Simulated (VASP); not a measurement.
# NiO (P4_2/mnm) in VASP: further runs

Runs on NiO. Level: PBEsol. Tasks: single point, relaxation of cell and atoms.

All numbers are computed with VASP 6.6.1; they aren't measurements. Logs are shortened: lines on timing, memory, paths and dates and some standing lists are left out, and cuts for length are marked.

## Step 1: The cell of the first run

It takes space group P4_2/mnm (No. 136, tetragonal). The conventional cell has a = 5.531 Å, b = 5.531 Å, c = 2.822 Å, α = 90.00°, β = 90.00°, γ = 90.00°. Ni (site symmetry m2m) has 4 O at 1.87 to 1.92 Å and 1 Ni at 2.30 Å within 2.5 Å. Within 2.5 Å of O (site symmetry m2m) lie 4 Ni at 1.87 to 1.92 Å.

## Step 2: Single point, PBEsol

INCAR

```
PREC = Accurate
ENCUT = 520
EDIFF = 1E-6
ISMEAR = 0
SIGMA = 0.1
LREAL = False
LASPH = True
NELM = 60
ALGO = Normal
ISIF = 2
LWAVE = False
LCHARG = False
GGA = PS
NBANDS = 42
```

KPOINTS

```
regular mesh
0
Gamma
  6 6 12
```

POSCAR

```
NiO
1.0
    5.5306742471      0.0000000000      0.0000000000
    0.0000000000      5.5306742471      0.0000000000
    0.0000000000      0.0000000000      2.8217807884
Ni O
4 4
Direct
    0.1467248723      0.1467248723      0.5000000000
    0.8532751277      0.8532751277      0.5000000000
    0.6467248723      0.3532751277      0.0000000000
    0.3532751277      0.6467248723      0.0000000000
    0.8039859323      0.1960140677      0.5000000000
    0.1960140677      0.8039859323      0.5000000000
    0.6960140677      0.6960140677      0.0000000000
    0.3039859323      0.3039859323      0.0000000000
```

Potentials or basis: VASP PAW PBE potentials, release 64 (Ni, O).

Run with:

```bash
$ cat potpaw_PBE.64/Ni/POTCAR potpaw_PBE.64/O/POTCAR > POTCAR
$ mpirun -np 1 vasp_std > vasp.out
```

OUTCAR:

```text
PREC = Accurate
   ENCUT = 520
   EDIFF = 1E-6
   ISMEAR = 0
   LREAL = False
   LASPH = True
   NELM = 60
   ISIF = 2
   GGA = PS

 ion  position               nearest neighbor table
   1  0.147  0.147  0.500-   8 1.87   8 1.87   5 1.92   6 1.92   2 2.30
   2  0.853  0.853  0.500-   7 1.87   7 1.87   5 1.92   6 1.92   1 2.30
   3  0.647  0.353  0.000-   5 1.87   5 1.87   8 1.92   7 1.92   4 2.30
   4  0.353  0.647  0.000-   6 1.87   6 1.87   8 1.92   7 1.92   3 2.30
   5  0.804  0.196  0.500-   3 1.87   3 1.87   1 1.92   2 1.92
   6  0.196  0.804  0.500-   4 1.87   4 1.87   1 1.92   2 1.92
   7  0.696  0.696  0.000-   2 1.87   2 1.87   4 1.92   3 1.92
   8  0.304  0.304  0.000-   1 1.87   1 1.87   4 1.92   3 1.92

  LATTYP: Found a simple tetragonal cell.
 ALAT       =     5.5306742471
 C/A-ratio  =     0.5102055667

  Lattice vectors:

 A1 = (   5.5306742471,   0.0000000000,   0.0000000000)
 A2 = (   0.0000000000,   5.5306742471,   0.0000000000)
 A3 = (   0.0000000000,   0.0000000000,   2.8217807884)

Analysis of symmetry for initial positions (statically):
=====================================================================
 Subroutine PRICEL returns:
 Original cell was already a primitive cell.

 Routine SETGRP: Setting up the symmetry group for a
 simple tetragonal supercell.

 Subroutine GETGRP returns: Found 16 space group operations
 (whereof  8 operations were pure point group operations)
 out of a pool of 16 trial point group operations.

The static configuration has the point symmetry D_2h.
 The point group associated with its full space group is D_4h.

Analysis of symmetry for dynamics (positions and initial velocities):
=====================================================================
 Subroutine PRICEL returns:
 Original cell was already a primitive cell.

 Routine SETGRP: Setting up the symmetry group for a
 simple tetragonal supercell.

 Subroutine GETGRP returns: Found 16 space group operations
 (whereof  8 operations were pure point group operations)
 out of a pool of 16 trial point group operations.

The dynamic configuration has the point symmetry D_2h.
 The point group associated with its full space group is D_4h.

 Subroutine INISYM returns: Found 16 space group operations
 (whereof  8 operations are pure point group operations),
 and found     1 'primitive' translations

----------------------------------------------------------------------------------------

                                     Primitive cell

  volume of cell :      86.3136

  direct lattice vectors                    reciprocal lattice vectors
     5.530674247  0.000000000  0.000000000     0.180809781  0.000000000  0.000000000
     0.000000000  5.530674247  0.000000000     0.000000000  0.180809781  0.000000000
     0.000000000  0.000000000  2.821780788     0.000000000  0.000000000  0.354386139

  length of vectors
     5.530674247  5.530674247  2.821780788     0.180809781  0.180809781  0.354386139

  position of ions in fractional coordinates (direct lattice)
     0.146724872  0.146724872  0.500000000
     0.853275128  0.853275128  0.500000000
     0.646724872  0.353275128  0.000000000
     0.353275128  0.646724872  0.000000000
     0.803985932  0.196014068  0.500000000
     0.196014068  0.803985932  0.500000000
     0.696014068  0.696014068  0.000000000
     0.303985932  0.303985932  0.000000000

  ion indices of the primitive-cell ions
   primitive index   ion index
                 1           1
                 2           2
                 3           3
                 4           4
                 5           5
                 6           6
                 7           7
                 8           8

----------------------------------------------------------------------------------------

 KPOINTS: regular mesh

Automatic generation of k-mesh.
 Grid dimensions read from file:
 generate k-points for:    6    6   12

 Generating k-lattice:

  Cartesian coordinates                     Fractional coordinates (reciprocal lattice)
     0.030134964  0.000000000  0.000000000     0.166666667  0.000000000  0.000000000
     0.000000000  0.030134964  0.000000000     0.000000000  0.166666667  0.000000000
     0.000000000  0.000000000  0.029532178     0.000000000  0.000000000  0.083333333

  Length of vectors
     0.030134964  0.030134964  0.029532178

  Shift w.r.t. Gamma in fractional coordinates (k-lattice)
     0.000000000  0.000000000  0.000000000

 Subroutine IBZKPT returns following result:
 ===========================================

 Found     70 irreducible k-points:

 Following reciprocal coordinates:
            Coordinates               Weight
  0.000000  0.000000  0.000000      1.000000
  0.166667  0.000000  0.000000      4.000000
  0.333333  0.000000  0.000000      4.000000
  0.500000  0.000000  0.000000      2.000000
  0.166667  0.166667  0.000000      4.000000
  0.333333  0.166667  0.000000      8.000000
[... 16 lines left out ...]
  0.333333  0.000000  0.166667      8.000000
  0.500000  0.000000  0.166667      4.000000
 [... further k-points ...]
   k-points           NKPTS =     70   k-points in BZ     NKDIM =     70   number of bands    NBANDS=     42
   number of dos      NEDOS =    301   number of ions     NIONS =      8
   total plane-waves  NPLWV =  42336
   dimension x,y,z NGX =    42 NGY =   42 NGZ =   24
   dimension x,y,z NGXF=    84 NGYF=   84 NGZF=   48
   ions per type =               4   4
   NGX,Y,Z   is equivalent  to a cutoff of  12.62, 12.62, 14.14 a.u.
   NGXF,Y,Z  is equivalent  to a cutoff of  25.25, 25.25, 28.28 a.u.
 SYSTEM =  unknown system
   PREC   = accura    normal or accurate (medium, high low for compatibility)
   ISTART =      0    job   : 0-new  1-cont  2-samecut
   ICHARG =      2    charge: 1-file 2-atom 10-const
   ISPIN  =      1    spin polarized calculation?
   LNONCOLLINEAR =      F non collinear calculations
   LSORBIT =      F    spin-orbit coupling
   LASPH  =      T    aspherical Exc in radial PAW
   ENCUT  =  520.0 eV  38.22 Ry    6.18 a.u.  10.28 10.28  5.25*2*pi/ulx,y,z
   NELM   =     60;   NELMIN=  2; NELMDL= -5     # of ELM steps
   EDIFF  = 0.1E-05   stopping-criterion for ELM
   LREAL  =      F    real-space projection
   EDIFFG = 0.1E-04   stopping-criterion for IOM
   NSW    =      0    number of steps for IOM
   IBRION =     -1    ionic relax: 0-MD 1-quasi-New 2-CG
   NFREE  =      0    steps in history (QN), initial steepest desc. (CG)
   ISIF   =      2    stress and relaxation
   ISYM   =      2    0-nonsym 1-usesym 2-fastsym
   POTIM  = 0.5000    time-step for ionic-motion
   TEBEG  =    0.0;   TEEND  =   0.0 temperature during run
   PSTRESS=    0.0 pullay stress
   NELECT =      64.0000    total number of electrons
   NUPDOWN=      -1.0000    fix difference up-down
   EMIN   =  10.00;   EMAX   =-10.00  energy-range for DOS
   EFERMI =   0.00;   METHOD = LEGACY
   ISMEAR =     0;   SIGMA  =   0.10  broadening in eV -4-tet -1-fermi 0-gaus
   EFERMI_NEDOS =   21; number of points for ismear=-14 and -15
   IALGO  =     38    algorithm
   IMIX   =      4    mixing-type and parameters
     AMIX     =   0.40;   BMIX     =  1.00
     AMIX_MAG =   1.60;   BMIX_MAG =  1.00
  volume/ion in A,a.u.               =      10.79        72.81
  Fermi-wavevector in a.u.,A,eV,Ry     =   1.481750  2.800102 29.872732  2.195584
  Thomas-Fermi vector in A             =   2.595622
   LORBIT       =      0    0 simple, 1 ext, 2 COOP (PROOUT), +10 PAW based schemes
   GGA     = PS    functional components
   LHFCALC =     F    Hartree Fock is set to
   AEXX    =    0.0000 exact exchange contribution
   IVDW    =     0    specifies the selected vdW correction
   LEPSILON=     F    determine dielectric tensor
   LRPA    =     F    only Hartree local field effects (RPA)
 non-spin polarized calculation
 Gauss-broadening in eV      SIGMA  =   0.10
  energy-cutoff  :      520.00
  volume of cell :       86.31
 maximum number of plane-waves:      2355
 NGX is ok and might be reduce to    42
   NGX = 21   NGY = 21   NGZ = 11

 number of electron      64.0000010 magnetization

 Free energy of the ion-electron system (eV)
  ---------------------------------------------------
  ext. energy  EPLUGINS =         0.00000000
  ---------------------------------------------------
  free energy    TOTEN  =       -49.68203906 eV

  energy without entropy =      -49.64127694  energy(sigma->0) =      -49.66165800

 E-fermi :   5.8883     XC(G=0): -11.6122

 val. band max:        5.8854117888   @ k =   0.5000   0.3333   0.1667
 cond. band min:       5.8924028483   @ k =   0.3333   0.1667   0.0833
 fundamental gap:      0.0069910595
 Fermi energy:         5.8883271050

 k-point     1 :       0.0000    0.0000    0.0000
  band No.  band energies     occupation
      1     -14.5028      2.00000
      2     -13.8598      2.00000
      3     -13.8598      2.00000
      4     -13.5953      2.00000
      5      -2.5019      2.00000
      6      -1.1018      2.00000
[... 34 lines left out ...]
     41      13.2236      0.00000
     42      13.4243      0.00000

 k-point     2 :       0.1667    0.0000    0.0000
  band No.  band energies     occupation
      1     -14.4647      2.00000
      2     -13.9117      2.00000
      3     -13.8396      2.00000
      4     -13.6065      2.00000
      5      -2.4332      2.00000
      6      -1.2733      2.00000
[... 34 lines left out ...]
     41      13.5058      0.00000
     42      13.7547      0.00000

 k-point     3 :       0.3333    0.0000    0.0000
  band No.  band energies     occupation
      1     -14.3579      2.00000
      2     -14.0424      2.00000
      3     -13.7848      2.00000
      4     -13.6468      2.00000
      5      -2.2375      2.00000
      6      -1.5990      2.00000
[... 897 lines left out ...]
      4     -13.5836      2.00000
      5      -1.9806      2.00000
      6      -1.4823      2.00000
[... 34 lines left out ...]
     41      13.9535      0.00000
     42      15.0926      0.00000

 k-point    24 :       0.5000    0.0000    0.1667
  band No.  band energies     occupation
      1     -14.0688      2.00000
      2     -14.0688      2.00000
      3     -13.6363      2.00000
      4     -13.6363      2.00000
      5      -1.7585      2.00000
      6      -1.7585      2.00000
[... 34 lines left out ...]
     41      14.5523      0.00000
     42      14.5523      0.00000

 [... further k-points ...]

------------------------ aborting loop because EDIFF is reached ----------------------------------------

  FORCE on cell =-STRESS in cart. coord.  units (eV):
  Direction    XX          YY          ZZ          XY          YZ          ZX
  --------------------------------------------------------------------------------------
  -------------------------------------------------------------------------------------
  Total        0.1583985      0.1583985      0.2703736     -0.0000000      0.0000000      0.0000000
  in kB        2.9402366      2.9402366      5.0187485     -0.0000000      0.0000000      0.0000000
  external PRESSURE =       3.6330739 kB  Pullay stress =       0.0000000 kB

 VOLUME and BASIS-vectors are now :
 -----------------------------------------------------------------------------
  energy-cutoff  :      520.00
  volume of cell :       86.31
      direct lattice vectors                 reciprocal lattice vectors
     5.530674247  0.000000000  0.000000000     0.180809781  0.000000000  0.000000000
     0.000000000  5.530674247  0.000000000     0.000000000  0.180809781  0.000000000
     0.000000000  0.000000000  2.821780788     0.000000000  0.000000000  0.354386139

 POSITION                                       TOTAL-FORCE (eV/Angst)
 -----------------------------------------------------------------------------------
      0.81149      0.81149      1.41089         0.014890      0.014890     -0.000000
      4.71919      4.71919      1.41089        -0.014890     -0.014890      0.000000
      3.57682      1.95385      0.00000         0.014890     -0.014890      0.000000
      1.95385      3.57682      0.00000        -0.014890      0.014890     -0.000000
      4.44658      1.08409      1.41089         0.003355     -0.003355     -0.000000
      1.08409      4.44658      1.41089        -0.003355      0.003355     -0.000000
      3.84943      3.84943      0.00000        -0.003355     -0.003355     -0.000000
      1.68125      1.68125      0.00000         0.003355      0.003355      0.000000
 -----------------------------------------------------------------------------------
    total drift:                                0.000000      0.000000      0.000000

  FREE ENERGIE OF THE ION-ELECTRON SYSTEM (eV)
  ---------------------------------------------------
  free  energy   TOTEN  =       -49.6820390554 eV

  energy  without entropy=      -49.6412769409  energy(sigma->0) =      -49.66165800
```

Run time: 2.1 min. Hardware: 1 thread of Intel Xeon 6975P-C (Granite Rapids), shared host; peak memory 0.32 GiB.

What came out:

```
Free energy            : -49.6820 eV
Pressure               : 0.4 GPa
Largest force          : 0.021 eV/Å
Band gap on the k mesh : zero (bands 32 and 33 overlap by 1.18 eV)
```

Forces in eV/Å, atoms in the order of the input:
```
Ni   0.015  0.015  0.000
Ni  -0.015 -0.015  0.000
Ni   0.015 -0.015  0.000
Ni  -0.015  0.015  0.000
O    0.003 -0.003  0.000
O   -0.003  0.003  0.000
O   -0.003 -0.003  0.000
O    0.003  0.003  0.000
```

Levels at points of the mesh, in eV from the Fermi level:
| k point | band 28 | band 29 | band 30 | band 31 | band 32 | band 33 | band 34 | band 35 | band 36 | band 37 |
| --- | --- | --- | --- | --- | --- | --- | --- | --- | --- | --- |
| (0.00, 0.00, 0.00) | -1.03 | -0.93 | -0.93 | 0.11 | 0.61 | 0.61 | 0.92 | 0.94 | 0.96 | 0.96 |
| (0.50, 0.00, 0.00) | -1.27 | -0.25 | -0.25 | -0.10 | -0.10 | 0.52 | 0.52 | 0.78 | 0.78 | 2.96 |
| (0.50, 0.50, 0.00) | -0.89 | -0.25 | -0.25 | -0.20 | -0.20 | 0.07 | 0.07 | 0.64 | 0.64 | 4.08 |
| (0.00, 0.00, 0.50) | -1.09 | -0.98 | -0.98 | -0.77 | -0.77 | -0.41 | -0.41 | 0.45 | 0.45 | 6.26 |
| (0.50, 0.00, 0.50) | -0.97 | -0.79 | -0.79 | -0.57 | -0.57 | -0.57 | -0.57 | 0.29 | 0.29 | 6.67 |
| (0.50, 0.50, 0.50) | -0.99 | -0.94 | -0.94 | -0.77 | -0.77 | 0.01 | 0.01 | 0.08 | 0.08 | 5.87 |

Caveat: the PAW data sets were made with another functional, which shifts forces and pressure a little; the run has no spin polarisation, though such a crystal can be magnetic; semilocal functionals often make such compounds metallic where correlation or magnetic order opens a gap, which also shifts bond lengths. Spin polarisation is off, so any magnetic state and its effect on volume and gap are missing.

(Part 1 of 2 ends here.)

The gap in the log of VASP goes by the Fermi energy; the results here count the filled bands.